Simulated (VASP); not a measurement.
Set up this calculation in VASP 6.6.1, as the native input.

```yaml
Task: single point
Functional: r2SCAN
Potentials_or_basis: VASP PAW PBE potentials, release 64 (Cd, S)
Cutoff: 520 eV
k_mesh: 6 × 6 × 6
Occupations: gaussian, width 0.1 eV
Spin: no spin polarisation
Dipole_correction: no
Further_INCAR_settings: ALGO = Normal; EDIFF = 1e-06; NBANDS = 16
```

CdS:

```
Cd S
1.0
     3.39512    0.00000    0.00000
     0.00000    3.39512    0.00000
     0.00000    0.00000    3.35921
Cd S
1 1
Direct
  0.50000 0.50000 0.50000
  0.00000 0.00000 0.00000
```

These files were run (other wordings do the same):

POSCAR

```
CdS
1.0
    3.3951202793      0.0000000000      0.0000000000
    0.0000000000      3.3951202793      0.0000000000
    0.0000000000      0.0000000000      3.3592084678
Cd S
1 1
Direct
    0.5000000000      0.5000000000      0.5000000000
    0.0000000000      0.0000000000      0.0000000000
```

INCAR.step1

```
PREC = Accurate
ENCUT = 520
ISMEAR = 0
SIGMA = 0.1
LREAL = F
LASPH = T
NELM = 80
NBANDS = 16
GGA = PE
ALGO = Normal
EDIFF = 1E-4
LWAVE = T
LCHARG = F
```

INCAR.step2

```
PREC = Accurate
ENCUT = 520
EDIFF = 1E-6
ISMEAR = 0
SIGMA = 0.1
LREAL = F
LASPH = T
NELM = 80
ALGO = Normal
ISIF = 2
LWAVE = F
LCHARG = F
METAGGA = R2SCAN
LMIXTAU = T
NBANDS = 16
ISTART = 1
```

KPOINTS

```
regular mesh
0
Gamma
  6 6 6
```

Potentials or basis: VASP PAW PBE potentials, release 64 (Cd, S).

Command:

```console
$ cat potpaw_PBE.64/Cd/POTCAR potpaw_PBE.64/S/POTCAR > POTCAR
$ cp INCAR.step1 INCAR
$ mpirun -np 1 vasp_std > vasp.out
$ cp INCAR.step2 INCAR
$ mpirun -np 1 vasp_std > vasp.out
```

Results of the run:

- Pressure: 0.6 GPa
- Band gap on the k mesh: zero (bands 9 and 10 overlap by 0.56 eV)

Caveat: semilocal functionals underestimate gaps, so a narrow gap can read as zero; the PAW data sets were made with another functional, which shifts forces and pressure a little.

Run time: 2.5 min on 1 thread of Intel Xeon 8259CL, with other jobs on the host, peak memory 0.15 GiB.
